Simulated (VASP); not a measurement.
# Ca (Fm-3m) in VASP: further runs, part 2 of 2

VASP 6.6.1. The steps go on from the part before.

## Step 4: Single point, r2SCAN

Input file POSCAR:

```
Ca
1.0
    0.0000000000      2.7835023068      2.7835023068
    2.7835023068      0.0000000000      2.7835023068
    2.7835023068      2.7835023068      0.0000000000
Ca
1
Direct
    0.0000000000      0.0000000000      0.0000000000
```

Input file INCAR.step1:

```
  ALGO = Normal
  EDIFF = 1E-4
  ENCUT = 520
  GGA = PE
  ISMEAR = 1
  LASPH = T
  LCHARG = F
  LREAL = F
  LWAVE = T
  NBANDS = 11
  NELM = 100
  PREC = Accurate
  SIGMA = 0.2
```

Input file INCAR.step2:

```
  ALGO = Normal
  EDIFF = 1E-7
  ENCUT = 520
  ISIF = 2
  ISMEAR = 1
  ISTART = 1
  LASPH = T
  LCHARG = T
  LELF = T
  LMIXTAU = T
  LREAL = F
  LVHAR = T
  LWAVE = F
  METAGGA = R2SCAN
  NBANDS = 11
  NELM = 100
  PREC = Accurate
  SIGMA = 0.2
```

Input file KPOINTS:

```
k-points
0
Gamma
  10 10 10
```

Potentials or basis: VASP PAW PBE potentials, release 64 (Ca_sv).

On the command line:

```bash
$ cat potpaw_PBE.64/Ca_sv/POTCAR > POTCAR
$ cp INCAR.step1 INCAR
$ mpirun -np 1 vasp_std > vasp.out
$ cp INCAR.step2 INCAR
$ mpirun -np 1 vasp_std > vasp.out
```

OUTCAR:

```text
EDIFF = 1E-7
   ENCUT = 520
   ISIF = 2
   ISMEAR = 1
   ISTART = 1
   LASPH = T
   LREAL = F
   METAGGA = R2SCAN
   NELM = 100
   PREC = Accurate

 ion  position               nearest neighbor table
   1  0.000  0.000  0.000-

  LATTYP: Found a face centered cubic cell.
 ALAT       =     5.5670046136

  Lattice vectors:

 A1 = (   0.0000000000,   2.7835023068,   2.7835023068)
 A2 = (   2.7835023068,   0.0000000000,   2.7835023068)
 A3 = (   2.7835023068,   2.7835023068,   0.0000000000)

Analysis of symmetry for initial positions (statically):
=====================================================================
 Subroutine PRICEL returns:
 Original cell was already a primitive cell.

 Routine SETGRP: Setting up the symmetry group for a
 face centered cubic supercell.

 Subroutine GETGRP returns: Found 48 space group operations
 (whereof 48 operations were pure point group operations)
 out of a pool of 48 trial point group operations.

The static configuration has the point symmetry O_h .

Analysis of symmetry for dynamics (positions and initial velocities):
=====================================================================
 Subroutine PRICEL returns:
 Original cell was already a primitive cell.

 Routine SETGRP: Setting up the symmetry group for a
 face centered cubic supercell.

 Subroutine GETGRP returns: Found 48 space group operations
 (whereof 48 operations were pure point group operations)
 out of a pool of 48 trial point group operations.

The dynamic configuration has the point symmetry O_h .

 Subroutine INISYM returns: Found 48 space group operations
 (whereof 48 operations are pure point group operations),
 and found     1 'primitive' translations

----------------------------------------------------------------------------------------

                                     Primitive cell

  volume of cell :      43.1325

[... 107 lines left out ...]
  volume/ion in A,a.u.               =      43.13       291.07
  Fermi-wavevector in a.u.,A,eV,Ry     =   1.005711  1.900518 13.761678  1.011455
  Thomas-Fermi vector in A             =   2.138408
   LORBIT       =      0    0 simple, 1 ext, 2 COOP (PROOUT), +10 PAW based schemes
   METAGGA = R2SCAN    functional components
   LHFCALC =     F    Hartree Fock is set to
   AEXX    =    0.0000 exact exchange contribution
   IVDW    =     0    specifies the selected vdW correction
   LEPSILON=     F    determine dielectric tensor
   LRPA    =     F    only Hartree local field effects (RPA)
 non-spin polarized calculation
 Methfessel and Paxton  Order N= 1 SIGMA  =   0.20
  energy-cutoff  :      520.00
  volume of cell :       43.13
 maximum number of plane-waves:      1211
 NGX is ok and might be reduce to    30
   NGX = 15   NGY = 15   NGZ = 15

 number of electron       9.9999998 magnetization

 Free energy of the ion-electron system (eV)
  ---------------------------------------------------
  ext. energy  EPLUGINS =         0.00000000
  ---------------------------------------------------
  free energy    TOTEN  =        -7.03449957 eV

  energy without entropy =       -7.03533726  energy(sigma->0) =       -7.03477880

 E-fermi :   1.9324     XC(G=0):  -8.1479

 val. band max:        1.8967190271   @ k =  -0.4000   0.3000   0.0000
 cond. band min:       1.9390384157   @ k =  -0.3000   0.4000   0.1000
 fundamental gap:      0.0423193886
 Fermi energy:         1.9323817325

 k-point     1 :       0.0000    0.0000    0.0000
  band No.  band energies     occupation
      1     -41.9237      2.00000
      2     -21.9542      2.00000
      3     -21.9542      2.00000
      4     -21.9541      2.00000
      5      -2.3368      2.00000
      6       4.5865     -0.00000
      7       4.5865     -0.00000
      8       4.5865     -0.00000
      9       5.6851     -0.00000
     10       5.6851     -0.00000
     11      11.4194      0.00000
[... 309 lines left out ...]
 k-point    24 :       0.4000    0.3000    0.0000
  band No.  band energies     occupation
      1     -41.9098      2.00000
      2     -22.0571      2.00000
      3     -21.9961      2.00000
      4     -21.9919      2.00000
      5       0.3086      2.00000
      6       2.9476     -0.00000
      7       3.5856     -0.00000
      8       5.5491     -0.00000
      9       5.8594     -0.00000
     10       6.3324      0.00000
     11       8.9609      0.00000

 [... further k-points ...]
[... 5 lines left out ...]
  --------------------------------------------------------------------------------------
  -------------------------------------------------------------------------------------
  Total        0.0064094      0.0064094      0.0064094     -0.0000000      0.0000000      0.0000000
  in kB        0.2380801      0.2380801      0.2380801     -0.0000000      0.0000000      0.0000000
  external PRESSURE =       0.2380801 kB  Pullay stress =       0.0000000 kB

 VOLUME and BASIS-vectors are now :
 -----------------------------------------------------------------------------
  energy-cutoff  :      520.00
  volume of cell :       43.13
      direct lattice vectors                 reciprocal lattice vectors
     0.000000000  2.783502307  2.783502307    -0.179629813  0.179629813  0.179629813
     2.783502307  0.000000000  2.783502307     0.179629813 -0.179629813  0.179629813
     2.783502307  2.783502307  0.000000000     0.179629813  0.179629813 -0.179629813

 POSITION                                       TOTAL-FORCE (eV/Angst)
 -----------------------------------------------------------------------------------
      0.00000      0.00000      0.00000         0.000000      0.000000     -0.000000
 -----------------------------------------------------------------------------------
    total drift:                               -0.000000     -0.000000      0.000000

  FREE ENERGIE OF THE ION-ELECTRON SYSTEM (eV)
  ---------------------------------------------------
  free  energy   TOTEN  =        -7.0344995731 eV

  energy  without entropy=       -7.0353372576  energy(sigma->0) =       -7.03477880
```

OUTCAR.step1:

```text
EDIFF = 1E-4
   ENCUT = 520
   GGA = PE
   ISMEAR = 1
   LASPH = T
[... 554 lines left out ...]

 POSITION                                       TOTAL-FORCE (eV/Angst)
 -----------------------------------------------------------------------------------
      0.00000      0.00000      0.00000         0.000000      0.000000     -0.000000
 -----------------------------------------------------------------------------------
    total drift:                               -0.000000     -0.000000      0.000000

  FREE ENERGIE OF THE ION-ELECTRON SYSTEM (eV)
  ---------------------------------------------------
  free  energy   TOTEN  =        -1.9304689738 eV

  energy  without entropy=       -1.9289983816  energy(sigma->0) =       -1.92997878
```

OSZICAR.step1:

```text
N       E                     dE             d eps       ncg     rms          rms(c)
DAV:   1     0.656419719229E+02    0.65642E+02   -0.49166E+03  1034   0.815E+02
DAV:   2    -0.488358123418E+00   -0.66130E+02   -0.65586E+02  1133   0.206E+02
DAV:   3    -0.187191687152E+01   -0.13836E+01   -0.13738E+01  1470   0.297E+01
DAV:   4    -0.193697360397E+01   -0.65057E-01   -0.64869E-01  1369   0.518E+00
DAV:   5    -0.193921511165E+01   -0.22415E-02   -0.22412E-02  1469   0.694E-01    0.222E+00
DAV:   6    -0.193263333849E+01    0.65818E-02   -0.10736E-02  1271   0.113E+00    0.136E+00
DAV:   7    -0.193087600568E+01    0.17573E-02   -0.16437E-02  1169   0.150E+00    0.103E-01
DAV:   8    -0.193045772098E+01    0.41828E-03   -0.18896E-03  1219   0.409E-01    0.225E-02
DAV:   9    -0.193046897381E+01   -0.11253E-04   -0.90801E-05  1129   0.807E-02
   1 F= -.19304690E+01 E0= -.19299788E+01  d E =-.147059E-02
```

It took 89 s on 1 thread of Intel Xeon 8259CL, shared host; peak memory 0.18 GiB.

What came out:

```
Free energy            : -7.0345 eV
Pressure               : 0.0 GPa
Band gap on the k mesh : zero (bands 5 and 6 overlap by 0.48 eV)
```

Caveat: the PAW data sets were made with another functional, which shifts forces and pressure a little.

## Step 5: Single point, r2SCAN

POSCAR is that of step 4.

Input file INCAR.step1:

```
PREC = Accurate ; ENCUT = 520
ISMEAR = 1 ; SIGMA = 0.6
LREAL = F ; LASPH = T
NELM = 100 ; NBANDS = 11
GGA = PE ; ALGO = Normal
EDIFF = 1E-4 ; LWAVE = T
LCHARG = F
```

Input file INCAR.step2:

```
PREC = Accurate ; ENCUT = 520
EDIFF = 1E-7 ; ISMEAR = 1
SIGMA = 0.6 ; LREAL = F
LASPH = T ; NELM = 100
ALGO = Normal ; ISIF = 2
LWAVE = F ; LCHARG = T
METAGGA = R2SCAN ; LMIXTAU = T
LELF = T ; LVHAR = T
NBANDS = 11 ; ISTART = 1
```

Input file KPOINTS:

```
regular mesh
0
Gamma
  10 10 10
```

Potentials or basis: VASP PAW PBE potentials, release 64 (Ca_sv).

On the command line:

```bash
$ cat potpaw_PBE.64/Ca_sv/POTCAR > POTCAR
$ cp INCAR.step1 INCAR
$ mpirun -np 1 vasp_std > vasp.out
$ cp INCAR.step2 INCAR
$ mpirun -np 1 vasp_std > vasp.out
```

OUTCAR:

```text
PREC = Accurate
   ENCUT = 520
   EDIFF = 1E-7
   ISMEAR = 1
   LREAL = F
   LASPH = T
   NELM = 100
   ISIF = 2
   METAGGA = R2SCAN
   ISTART = 1

 ion  position               nearest neighbor table
   1  0.000  0.000  0.000-

  LATTYP: Found a face centered cubic cell.
 ALAT       =     5.5670046136

  Lattice vectors:

 A1 = (   0.0000000000,   2.7835023068,   2.7835023068)
 A2 = (   2.7835023068,   0.0000000000,   2.7835023068)
 A3 = (   2.7835023068,   2.7835023068,   0.0000000000)

Analysis of symmetry for initial positions (statically):
=====================================================================
 Subroutine PRICEL returns:
 Original cell was already a primitive cell.

 Routine SETGRP: Setting up the symmetry group for a
 face centered cubic supercell.

 Subroutine GETGRP returns: Found 48 space group operations
 (whereof 48 operations were pure point group operations)
 out of a pool of 48 trial point group operations.

The static configuration has the point symmetry O_h .

Analysis of symmetry for dynamics (positions and initial velocities):
=====================================================================
 Subroutine PRICEL returns:
 Original cell was already a primitive cell.

 Routine SETGRP: Setting up the symmetry group for a
 face centered cubic supercell.

 Subroutine GETGRP returns: Found 48 space group operations
 (whereof 48 operations were pure point group operations)
 out of a pool of 48 trial point group operations.

The dynamic configuration has the point symmetry O_h .

 Subroutine INISYM returns: Found 48 space group operations
 (whereof 48 operations are pure point group operations),
 and found     1 'primitive' translations

----------------------------------------------------------------------------------------

                                     Primitive cell

  volume of cell :      43.1325

  direct lattice vectors                    reciprocal lattice vectors
     0.000000000  2.783502307  2.783502307    -0.179629813  0.179629813  0.179629813
     2.783502307  0.000000000  2.783502307     0.179629813 -0.179629813  0.179629813
     2.783502307  2.783502307  0.000000000     0.179629813  0.179629813 -0.179629813

  length of vectors
     3.936466713  3.936466713  3.936466713     0.311127963  0.311127963  0.311127963

  position of ions in fractional coordinates (direct lattice)
     0.000000000  0.000000000  0.000000000

  ion indices of the primitive-cell ions
   primitive index   ion index
                 1           1

----------------------------------------------------------------------------------------

 KPOINTS: regular mesh

Automatic generation of k-mesh.
 Grid dimensions read from file:
 generate k-points for:   10   10   10

 Generating k-lattice:

  Cartesian coordinates                     Fractional coordinates (reciprocal lattice)
    -0.017962981  0.017962981  0.017962981     0.100000000  0.000000000  0.000000000
     0.017962981 -0.017962981  0.017962981     0.000000000  0.100000000  0.000000000
     0.017962981  0.017962981 -0.017962981     0.000000000  0.000000000  0.100000000

  Length of vectors
     0.031112796  0.031112796  0.031112796

  Shift w.r.t. Gamma in fractional coordinates (k-lattice)
     0.000000000  0.000000000  0.000000000

 Subroutine IBZKPT returns following result:
 ===========================================

 Found     47 irreducible k-points:

 Following reciprocal coordinates:
            Coordinates               Weight
  0.000000  0.000000  0.000000      1.000000
  0.100000  0.000000  0.000000      8.000000
  0.200000  0.000000  0.000000      8.000000
  0.300000  0.000000  0.000000      8.000000
  0.400000  0.000000  0.000000      8.000000
  0.500000  0.000000  0.000000      4.000000
[... 16 lines left out ...]
  0.300000  0.300000  0.000000      6.000000
  0.400000  0.300000  0.000000     24.000000
 [... further k-points ...]
   k-points           NKPTS =     47   k-points in BZ     NKDIM =     47   number of bands    NBANDS=     11
   number of dos      NEDOS =    301   number of ions     NIONS =      1
   total plane-waves  NPLWV =  27000
   dimension x,y,z NGX =    30 NGY =   30 NGZ =   30
   dimension x,y,z NGXF=    60 NGYF=   60 NGZF=   60
   ions per type =               1
   NGX,Y,Z   is equivalent  to a cutoff of  12.67, 12.67, 12.67 a.u.
   NGXF,Y,Z  is equivalent  to a cutoff of  25.34, 25.34, 25.34 a.u.
 SYSTEM =  unknown system
   PREC   = accura    normal or accurate (medium, high low for compatibility)
   ISTART =      1    job   : 0-new  1-cont  2-samecut
   ICHARG =      0    charge: 1-file 2-atom 10-const
   ISPIN  =      1    spin polarized calculation?
   LNONCOLLINEAR =      F non collinear calculations
   LSORBIT =      F    spin-orbit coupling
   LASPH  =      T    aspherical Exc in radial PAW
   ENCUT  =  520.0 eV  38.22 Ry    6.18 a.u.   7.32  7.32  7.32*2*pi/ulx,y,z
   NELM   =    100;   NELMIN=  2; NELMDL=  0     # of ELM steps
   EDIFF  = 0.1E-06   stopping-criterion for ELM
   LREAL  =      F    real-space projection
   EDIFFG = 0.1E-05   stopping-criterion for IOM
   NSW    =      0    number of steps for IOM
   IBRION =     -1    ionic relax: 0-MD 1-quasi-New 2-CG
   NFREE  =      0    steps in history (QN), initial steepest desc. (CG)
   ISIF   =      2    stress and relaxation
   ISYM   =      2    0-nonsym 1-usesym 2-fastsym
   POTIM  = 0.5000    time-step for ionic-motion
   TEBEG  =    0.0;   TEEND  =   0.0 temperature during run
   PSTRESS=    0.0 pullay stress
   NELECT =      10.0000    total number of electrons
   NUPDOWN=      -1.0000    fix difference up-down
   EMIN   =  10.00;   EMAX   =-10.00  energy-range for DOS
   EFERMI =   0.00;   METHOD = LEGACY
   ISMEAR =     1;   SIGMA  =   0.60  broadening in eV -4-tet -1-fermi 0-gaus
   EFERMI_NEDOS =   21; number of points for ismear=-14 and -15
   IALGO  =     38    algorithm
   IMIX   =      4    mixing-type and parameters
     AMIX     =   0.40;   BMIX     =  1.00
     AMIX_MAG =   1.60;   BMIX_MAG =  1.00
  volume/ion in A,a.u.               =      43.13       291.07
  Fermi-wavevector in a.u.,A,eV,Ry     =   1.005711  1.900518 13.761678  1.011455
  Thomas-Fermi vector in A             =   2.138408
   LORBIT       =      0    0 simple, 1 ext, 2 COOP (PROOUT), +10 PAW based schemes
   METAGGA = R2SCAN    functional components
   LHFCALC =     F    Hartree Fock is set to
   AEXX    =    0.0000 exact exchange contribution
   IVDW    =     0    specifies the selected vdW correction
   LEPSILON=     F    determine dielectric tensor
   LRPA    =     F    only Hartree local field effects (RPA)
 non-spin polarized calculation
 Methfessel and Paxton  Order N= 1 SIGMA  =   0.60
  energy-cutoff  :      520.00
  volume of cell :       43.13
 maximum number of plane-waves:      1211
 NGX is ok and might be reduce to    30
   NGX = 15   NGY = 15   NGZ = 15

 number of electron       9.9999998 magnetization

 Free energy of the ion-electron system (eV)
  ---------------------------------------------------
  ext. energy  EPLUGINS =         0.00000000
  ---------------------------------------------------
  free energy    TOTEN  =        -7.03137308 eV

  energy without entropy =       -7.04758020  energy(sigma->0) =       -7.03677546

 E-fermi :   1.9471     XC(G=0):  -8.1495

 val. band max:        1.9371505566   @ k =  -0.3000   0.4000   0.1000
 cond. band min:       1.9956178855   @ k =  -0.4000   0.2000   0.0000
 fundamental gap:      0.0584673289
 Fermi energy:         1.9470778705

 k-point     1 :       0.0000    0.0000    0.0000
  band No.  band energies     occupation
      1     -41.9298      2.00000
      2     -21.9596      2.00000
      3     -21.9596      2.00000
      4     -21.9595      2.00000
      5      -2.3388      2.00000
      6       4.5826     -0.00000
      7       4.5826     -0.00000
      8       4.5826     -0.00000
      9       5.6825     -0.00000
     10       5.6825     -0.00000
     11      11.4210     -0.00000

 k-point     2 :       0.1000    0.0000    0.0000
  band No.  band energies     occupation
      1     -41.9285      2.00000
      2     -21.9727      2.00000
      3     -21.9613      2.00000
      4     -21.9613      2.00000
      5      -2.1613      2.00000
      6       4.3789     -0.00000
      7       4.6462     -0.00000
      8       4.6462     -0.00000
      9       5.6263     -0.00000
     10       5.6263     -0.00000
     11      11.5875     -0.00000
[... 295 lines left out ...]
 k-point    24 :       0.4000    0.3000    0.0000
  band No.  band energies     occupation
      1     -41.9158      2.00000
      2     -22.0625      2.00000
      3     -22.0015      2.00000
      4     -21.9973      2.00000
      5       0.3068      2.00077
      6       2.9452     -0.04033
      7       3.5842     -0.00079
      8       5.5458     -0.00000
      9       5.8557     -0.00000
     10       6.3291     -0.00000
     11       8.9590     -0.00000

 [... further k-points ...]
[... 5 lines left out ...]
  --------------------------------------------------------------------------------------
  -------------------------------------------------------------------------------------
  Total        0.0080855      0.0080855      0.0080855     -0.0000000      0.0000000     -0.0000000
  in kB        0.3003409      0.3003409      0.3003409     -0.0000000      0.0000000     -0.0000000
  external PRESSURE =       0.3003409 kB  Pullay stress =       0.0000000 kB

 VOLUME and BASIS-vectors are now :
 -----------------------------------------------------------------------------
  energy-cutoff  :      520.00
  volume of cell :       43.13
      direct lattice vectors                 reciprocal lattice vectors
     0.000000000  2.783502307  2.783502307    -0.179629813  0.179629813  0.179629813
     2.783502307  0.000000000  2.783502307     0.179629813 -0.179629813  0.179629813
     2.783502307  2.783502307  0.000000000     0.179629813  0.179629813 -0.179629813

 POSITION                                       TOTAL-FORCE (eV/Angst)
 -----------------------------------------------------------------------------------
      0.00000      0.00000      0.00000         0.000000      0.000000      0.000000
 -----------------------------------------------------------------------------------
    total drift:                               -0.000000     -0.000000      0.000000

  FREE ENERGIE OF THE ION-ELECTRON SYSTEM (eV)
  ---------------------------------------------------
  free  energy   TOTEN  =        -7.0313730826 eV

  energy  without entropy=       -7.0475802035  energy(sigma->0) =       -7.03677546
```

Wall time 85 s (1 thread of Intel Xeon 8259CL, shared host); peak memory 0.18 GiB.

Results:

| Item | Value |
| --- | --- |
| Free energy | -7.0314 eV |
| Pressure | 0.0 GPa |
| Band gap on the k mesh | zero (bands 5 and 6 overlap by 0.48 eV) |

Caveat: so wide a smearing shifts energies and pressures; the PAW data sets were made with another functional, which shifts forces and pressure a little.

## Step 6: Overview

| smearing | gap on the mesh (eV) | pressure (GPa) |
| --- | --- | --- |
| methfessel-paxton 1 eV | none | 0.0 |
| methfessel-paxton 0.03 eV | none | 0.0 |
| methfessel-paxton 0.2 eV | none | 0.0 |
| methfessel-paxton 0.6 eV | none | 0.0 |

Alike in all rows: task single point; level r2SCAN; potentials or basis VASP PAW PBE potentials, release 64 (Ca_sv); no spin polarisation; cell as given; k mesh 10 × 10 × 10; cutoff (eV) 520.

Caveats: the PAW data sets were made with another functional, which shifts forces and pressure a little; so wide a smearing shifts energies and pressures (at least some runs).

Total energies depend on the potentials used, so only differences within one code and one set of settings carry meaning.

The gap in the log of VASP goes by the Fermi energy; the results here count the filled bands.